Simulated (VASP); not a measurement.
# Cs (Fm-3m) in VASP: single point with PBEsol

Aim: the single point of Cs with PBEsol.

Everything below comes from runs of VASP 6.6.1. Logs are shortened: lines on timing, memory, paths and dates and some standing lists are left out, and cuts for length are marked.

**1. The cell of the first run**

The structure is cubic, space group Fm-3m (No. 225). Conventional cell: a = 5.984 Å, b = 5.984 Å, c = 5.984 Å, α = 90.00°, β = 90.00°, γ = 90.00°. Within 5.6 Å of Cs (site symmetry m-3m) lie 12 Cs at 4.23 Å.

This isn't the form of Cs at room conditions, which is bcc.

**2. Single point, PBEsol**

File INCAR:

```
PREC = Accurate ; ENCUT = 500
EDIFF = 1E-6 ; ISMEAR = 1
SIGMA = 0.2 ; LREAL = F
LASPH = T ; NELM = 120
ALGO = Normal ; ISIF = 2
LWAVE = F ; LCHARG = F
GGA = PS ; ISYM = 0
NBANDS = 10 ; GGA_COMPAT = F
```

File KPOINTS:

```
Automatic mesh
0
Gamma
  4 4 4
  0.5 0.5 0.5
```

File POSCAR:

```
Cs
1.0
    4.2313270000      0.0000000000      0.0000000000
    2.1156635000      3.6644366737      0.0000000000
    2.1156635000      1.2214788912      3.4548640283
Cs
1
Direct
    0.0000000000      0.0000000000      0.0000000000
```

Potentials or basis: VASP PAW PBE potentials, release 64 (Cs_sv).

Command:

```console
$ cat potpaw_PBE.64/Cs_sv/POTCAR > POTCAR
$ mpirun -np 1 vasp_std > vasp.out
```

OUTCAR:

```text
PREC = Accurate
   ENCUT = 500
   EDIFF = 1E-6
   ISMEAR = 1
   LREAL = F
   LASPH = T
   NELM = 120
   ISIF = 2
   GGA = PS
   ISYM = 0

 ion  position               nearest neighbor table
   1  0.000  0.000  0.000-

IMPORTANT INFORMATION: All symmetrisations will be switched off!
NOSYMM: (Re-)initialisation of all symmetry stuff for point group C_1.

----------------------------------------------------------------------------------------

                                     Primitive cell

  volume of cell :      53.5692

  direct lattice vectors                    reciprocal lattice vectors
     4.231327000  0.000000000  0.000000000     0.236332479 -0.136446620 -0.096482331
     2.115663500  3.664436674  0.000000000     0.000000000  0.272893241 -0.096482331
     2.115663500  1.221478891  3.454864028     0.000000000  0.000000000  0.289446992

  length of vectors
     4.231327000  4.231327000  4.231327000     0.289446992  0.289446992  0.289446992

  position of ions in fractional coordinates (direct lattice)
     0.000000000  0.000000000  0.000000000

  ion indices of the primitive-cell ions
   primitive index   ion index
                 1           1

----------------------------------------------------------------------------------------

 KPOINTS: Automatic mesh

Automatic generation of k-mesh.
 Grid dimensions read from file:
 generate k-points for:    4    4    4

 Generating k-lattice:

  Cartesian coordinates                     Fractional coordinates (reciprocal lattice)
     0.059083120 -0.034111655 -0.024120583     0.250000000  0.000000000  0.000000000
     0.000000000  0.068223310 -0.024120583     0.000000000  0.250000000  0.000000000
     0.000000000  0.000000000  0.072361748     0.000000000  0.000000000  0.250000000

  Length of vectors
     0.072361748  0.072361748  0.072361748

  Shift w.r.t. Gamma in fractional coordinates (k-lattice)
     0.500000000  0.500000000  0.500000000

 Subroutine IBZKPT returns following result:
 ===========================================

 Found    128 irreducible k-points:

 Following reciprocal coordinates:
            Coordinates               Weight
  0.125000  0.125000  0.125000      2.000000
  0.125000  0.000000  0.000000      2.000000
  0.000000  0.000000 -0.125000      2.000000
  0.000000  0.125000 -0.000000      2.000000
  0.375000  0.125000  0.125000      2.000000
  0.125000  0.375000  0.125000      2.000000
[... 16 lines left out ...]
  0.000000  0.500000 -0.125000      2.000000
  0.500000  0.000000 -0.125000      2.000000
 [... further k-points ...]
[... 23 lines left out ...]
   NFREE  =      0    steps in history (QN), initial steepest desc. (CG)
   ISIF   =      2    stress and relaxation
   ISYM   =      0    0-nonsym 1-usesym 2-fastsym
   POTIM  = 0.5000    time-step for ionic-motion
   TEBEG  =    0.0;   TEEND  =   0.0 temperature during run
   PSTRESS=    0.0 pullay stress
   NELECT =       9.0000    total number of electrons
   NUPDOWN=      -1.0000    fix difference up-down
   EMIN   =  10.00;   EMAX   =-10.00  energy-range for DOS
   EFERMI =   0.00;   METHOD = LEGACY
   ISMEAR =     1;   SIGMA  =   0.20  broadening in eV -4-tet -1-fermi 0-gaus
   EFERMI_NEDOS =   21; number of points for ismear=-14 and -15
   IALGO  =     38    algorithm
   IMIX   =      4    mixing-type and parameters
     AMIX     =   0.40;   BMIX     =  1.00
     AMIX_MAG =   1.60;   BMIX_MAG =  1.00
  volume/ion in A,a.u.               =      53.57       361.50
  Fermi-wavevector in a.u.,A,eV,Ry     =   0.903339  1.707063 11.102644  0.816021
  Thomas-Fermi vector in A             =   2.026652
   LORBIT       =      0    0 simple, 1 ext, 2 COOP (PROOUT), +10 PAW based schemes
   GGA     = PS    functional components
   LHFCALC =     F    Hartree Fock is set to
   AEXX    =    0.0000 exact exchange contribution
   IVDW    =     0    specifies the selected vdW correction
   LEPSILON=     F    determine dielectric tensor
   LRPA    =     F    only Hartree local field effects (RPA)
 non-spin polarized calculation
 Methfessel and Paxton  Order N= 1 SIGMA  =   0.20
  energy-cutoff  :      500.00
  volume of cell :       53.57
 maximum number of plane-waves:      1371
   NGX = 15   NGY = 15   NGZ = 15

 number of electron       8.9999999 magnetization

 Free energy of the ion-electron system (eV)
  ---------------------------------------------------
  ext. energy  EPLUGINS =         0.00000000
  ---------------------------------------------------
  free energy    TOTEN  =        -0.54665783 eV

  energy without entropy =       -0.55119886  energy(sigma->0) =       -0.54817151

 E-fermi :   3.0461     XC(G=0):  -7.9337

 val. band max:        2.9842008218   @ k =   0.1250   0.0000   0.5000
 cond. band min:       3.3292590591   @ k =  -0.3750   0.2500  -0.2500
 fundamental gap:      0.3450582373
 Fermi energy:         3.0461315670

 k-point     1 :       0.1250    0.1250    0.1250
  band No.  band energies     occupation
      1     -20.7042      2.00000
      2      -7.1270      2.00000
      3      -6.9218      2.00000
      4      -6.9218      2.00000
      5       1.2949      2.00000
      6       5.4167     -0.00000
      7       6.0283     -0.00000
      8       6.0283     -0.00000
      9       7.7917      0.00000
     10       7.7917      0.00000
[... 287 lines left out ...]
 k-point    24 :       0.5000    0.0000   -0.1250
  band No.  band energies     occupation
      1     -20.5565      2.00000
      2      -8.1507      2.00000
      3      -7.1923      2.00000
      4      -7.1048      2.00000
      5       2.9842      1.49728
      6       4.7231     -0.00000
      7       5.7302     -0.00000
      8       5.9294     -0.00000
      9       9.3027      0.00000
     10       9.9402      0.00000

 [... further k-points ...]

------------------------ aborting loop because EDIFF is reached ----------------------------------------

  FORCE on cell =-STRESS in cart. coord.  units (eV):
  Direction    XX          YY          ZZ          XY          YZ          ZX
  --------------------------------------------------------------------------------------
  -------------------------------------------------------------------------------------
  Total        1.2280673      1.2280662      1.2280655      0.0000017     -0.0000005      0.0000007
  in kB       36.7297504     36.7297180     36.7296979      0.0000517     -0.0000147      0.0000205
  external PRESSURE =      36.7297221 kB  Pullay stress =       0.0000000 kB

 VOLUME and BASIS-vectors are now :
 -----------------------------------------------------------------------------
  energy-cutoff  :      500.00
  volume of cell :       53.57
      direct lattice vectors                 reciprocal lattice vectors
     4.231327000  0.000000000  0.000000000     0.236332479 -0.136446620 -0.096482331
     2.115663500  3.664436674  0.000000000     0.000000000  0.272893241 -0.096482331
     2.115663500  1.221478891  3.454864028     0.000000000  0.000000000  0.289446992

 POSITION                                       TOTAL-FORCE (eV/Angst)
 -----------------------------------------------------------------------------------
      0.00000      0.00000      0.00000         0.000000     -0.000001      0.000001
 -----------------------------------------------------------------------------------
    total drift:                                0.000000     -0.000001      0.000001

  FREE ENERGIE OF THE ION-ELECTRON SYSTEM (eV)
  ---------------------------------------------------
  free  energy   TOTEN  =        -0.5466578342 eV

  energy  without entropy=       -0.5511988572  energy(sigma->0) =       -0.54817151
```

OSZICAR:

```text
N       E                     dE             d eps       ncg     rms          rms(c)
DAV:   1     0.439435311745E+02    0.43944E+02   -0.34865E+03  2560   0.677E+02
DAV:   2     0.235096844297E+01   -0.41593E+02   -0.40498E+02  3218   0.115E+02
DAV:   3    -0.549382149073E+00   -0.29004E+01   -0.28946E+01  3016   0.332E+01
DAV:   4    -0.570440515562E+00   -0.21058E-01   -0.21056E-01  3110   0.327E+00
DAV:   5    -0.570510676949E+00   -0.70161E-04   -0.70160E-04  3088   0.188E-01    0.535E-01
DAV:   6    -0.552561430460E+00    0.17949E-01   -0.22193E-02  2900   0.707E-01    0.268E-01
DAV:   7    -0.546678382803E+00    0.58830E-02   -0.21053E-02  2782   0.692E-01    0.939E-02
DAV:   8    -0.546660634297E+00    0.17749E-04   -0.19126E-04  2932   0.106E-01    0.859E-03
DAV:   9    -0.546659443144E+00    0.11912E-05   -0.11858E-06  2914   0.785E-03    0.556E-03
DAV:  10    -0.546657643597E+00    0.17995E-05   -0.11375E-06  2108   0.791E-03    0.104E-03
DAV:  11    -0.546657834206E+00   -0.19061E-06   -0.48133E-08  1648   0.146E-03
   1 F= -.54665783E+00 E0= -.54817151E+00  d E =0.454102E-02
```

Run time: 14 s. Hardware: 1 thread of Intel Xeon 6975P-C (Granite Rapids), shared host; peak memory 0.2 GiB.

Results:

```yaml
Free_energy: -0.5467 eV
Pressure: 3.7 GPa
Band_gap_on_the_k_mesh: zero (an odd number of electrons rules out a gap without spin polarisation)
```

Caveat: the k points lie up to 0.45 Å⁻¹ apart, too coarse for converged energies and pressures of a metal; the PAW data sets were made with another functional, which shifts forces and pressure a little; spin-orbit coupling is left out, which moves the levels of the heavy elements.
